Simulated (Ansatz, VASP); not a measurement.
# One calculation of Al2Cu, two programs

Contents of INCAR:

```
PREC     = Accurate       # precision mode
ENCUT    = 520            # plane-wave cutoff, eV
EDIFF    = 1E-6           # SCF threshold, eV
ISMEAR   = 0              # smearing method
SIGMA    = 0.15           # smearing width, eV
LREAL    = F              # projectors in reciprocal space
LASPH    = T              # aspherical terms in the spheres
NELM     = 80             # most SCF steps
ALGO     = Fast           # electronic algorithm
ISIF     = 2              # what is computed and relaxed
LWAVE    = F              # write WAVECAR
LCHARG   = T              # write CHGCAR
GGA      = CA             # functional
LELF     = T              # ELF
LVHAR    = T            
NBANDS   = 16             # bands
```

KPOINTS

```
Automatic mesh
0
Gamma
  14 14 14
```

POSCAR

```
Al2Cu
1.0
   -1.9111328529      1.9111328529      2.8823500000
    1.9111328529     -1.9111328529      2.8823500000
    1.9111328529      1.9111328529     -2.8823500000
Al Cu
2 1
Direct
    0.7500000000      0.2500000000      0.5000000000
    0.2500000000      0.7500000000      0.5000000000
    0.5000000000      0.5000000000      0.0000000000
```

Input for Ansatz:

```yaml
crystal:
  lattice:
    - [-1.9111328529, 1.9111328529, 2.88235]
    - [1.9111328529, -1.9111328529, 2.88235]
    - [1.9111328529, 1.9111328529, -2.88235]
  atoms:
    - { symbol: Al, position: [0.75, 0.25, 0.5] }
    - { symbol: Al, position: [0.25, 0.75, 0.5] }
    - { symbol: Cu, position: [0.5, 0.5, 0.0] }
basis:
  ecutwfc: 520.0
kpoints:
  mp_grid: { grid: [14, 14, 14] }
hamiltonian:
  xc: lda
  pseudopotentials: { kind: paw, azcp: { folder: soft_1 } }
scf:
  occupations: { method: gaussian, width: 0.15 }
output:
  forces: true
  stress: true
  eigenvalues: true
```

Alike in both runs: task single point; functional LDA; k mesh 14 × 14 × 14; occupations gaussian, width 0.15 eV; no spin polarisation.

|  | VASP | Ansatz |
| --- | --- | --- |
| version | VASP 6.6.1 | Ansatz 0.2.0 |
| potentials or method | VASP PAW LDA potentials, release 64 (Al, Cu), cutoff 520 eV | scalar-relativistic, plane waves, PAW |
| valence electrons in the cell | 17 | 25 |

```tsv
	VASP	Ansatz	Ansatz less VASP
gap on the k mesh at the Fermi level (eV)	none	none	-
pressure (GPa)	11.3	10.7	-0.67
traceless stress, the component that is largest in VASP (GPa)	-5.00	-5.01	-0.013
```

Ansatz warns that its potentials were made for another functional, while VASP's fit it. LDA's correlation is that of Perdew and Zunger in VASP and of Perdew and Wang (1992) in Ansatz. A gap of «none» marks a metal or a gap that the smearing closes. VASP's potentials hold 17 valence electrons a cell and Ansatz's 25, so a difference there can come from the potentials and not from the codes.
